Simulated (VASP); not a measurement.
Here is a VASP 6.6.1 calculation.

The input INCAR:

```
ALGO = Normal
EDIFF = 1E-8
ENCUT = 500
GGA = PE
GGA_COMPAT = F
IBRION = 6
ISIF = 3
ISMEAR = 0
LASPH = T
LCHARG = F
LREAL = F
LWAVE = F
NBANDS = 16
NELM = 120
NFREE = 2
NSW = 1
POTIM = 0.015
PREC = Accurate
SIGMA = 0.01
```

Contents of KPOINTS:

```
k-points
0
Gamma
  5 5 4
```

POSCAR

```
Se
1.0
    4.3662000000      0.0000000000      0.0000000000
   -2.1831000000      3.7812401180      0.0000000000
    0.0000000000      0.0000000000      4.9536000000
Se
3
Direct
    0.7682911491      0.7682911491      0.0000000000
    0.0000000000      0.2317088509      0.6666666667
    0.2317088509      0.0000000000      0.3333333333
```

Potentials or basis: VASP PAW PBE potentials, release 64 (Se).

Command:

```sh
$ cat potpaw_PBE.64/Se/POTCAR > POTCAR
$ mpirun -np 1 vasp_std > vasp.out
```

What does it give for the Voigt bulk modulus?

19 GPa.

Predict the highest phonon frequency at Γ.

219 cm⁻¹.

Phonon frequencies in cm⁻¹ (negative: imaginary):
```csv
q point,frequencies
"(0.000, 0.000, 0.000)",0 0 0 103 135 135 219 219 219
```

Caveat: the cell is under stress, which shifts elastic constants.
